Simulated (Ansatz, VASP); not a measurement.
**One calculation of KBr, two programs**

File POSCAR:

```
KBr
1.0
    0.0000000000      3.6882992926      3.8118573189
    3.6882992926      0.0000000000      3.8118573189
    3.6882992926      3.6882992926      0.0000000000
K Br
1 1
Direct
    0.0000000000      0.0000000000      0.0000000000
    0.2500000000      0.2500000000      0.2500000000
```

The input INCAR.step1:

```
SYSTEM = KBr
ALGO = Normal ; EDIFF = 1E-5
ENCUT = 520 ; GGA = PE
ISIF = 2 ; ISMEAR = 0
LASPH = .TRUE. ; LREAL = .FALSE.
LWAVE = .TRUE. ; NBANDS = 15
NELM = 60 ; PREC = Accurate
SIGMA = 0.01
```

File INCAR.step2:

```
SYSTEM = KBr
ALGO = Normal ; EDIFF = 1E-6
ENCUT = 520 ; GGA = PE
HFSCREEN = 0.2079 ; ISIF = 2
ISMEAR = 0 ; ISTART = 1
LASPH = .TRUE. ; LCHARG = .TRUE.
LELF = .TRUE. ; LHFCALC = .TRUE.
LREAL = .FALSE. ; LVHAR = .TRUE.
LWAVE = .FALSE. ; NBANDS = 15
NELM = 60 ; PREC = Accurate
PRECFOCK = Normal ; SIGMA = 0.01
```

The input KPOINTS:

```
k-points
0
G
  4 4 4
  0 0 0
```

Input for Ansatz:

```yaml
crystal:
  lattice:
    - [0.0, 3.6882992926, 3.8118573189]
    - [3.6882992926, 0.0, 3.8118573189]
    - [3.6882992926, 3.6882992926, 0.0]
  atoms:
    - { symbol: K, position: [0.0, 0.0, 0.0] }
    - { symbol: Br, position: [0.25, 0.25, 0.25] }
kpoints:
  mp_grid: { grid: [4, 4, 4] }
  band_path:
    path:
      - [0.0, 0.0, 0.0]
      - [-0.5, -0.5, 0.0]
      - [-0.375, -0.375, 0.25]
      - [-0.375, 0.0, 0.375]
      - [0.0, 0.0, 0.5]
      - [-0.5, -0.25, 0.25]
      - [0.25, 0.25, -0.5]
    npoints: 1
hamiltonian:
  xc: hse06
scf:
  occupations: { method: fixed }
  n_extra_bands: 4
output:
  forces: true
  stress: true
  eigenvalues: true
```

Change from the starting cell: uniaxial_z strain +3.4%.

Alike in both runs: task single point; functional HSE06; k mesh 4 × 4 × 4; no spin polarisation.

|  | VASP | Ansatz |
| --- | --- | --- |
| version | VASP 6.6.1 | Ansatz 0.2.0 |
| potentials or method | VASP PAW PBE potentials, release 64 (K_sv, Br) | plane waves, PAW |
| plane-wave cutoff (eV) | 520 | 420 |
| occupations | gaussian, width 0.01 eV | fixed |
| valence electrons in the cell | 16 | 16 |

```csv
,VASP,Ansatz,Ansatz less VASP
gap on the k mesh at the Fermi level (eV),5.31,5.31,+0.001
pressure (GPa),-0.2,-0.2,-0.01
```

Ansatz's warnings: stress exchange threshold loose, stress scf threshold loose.
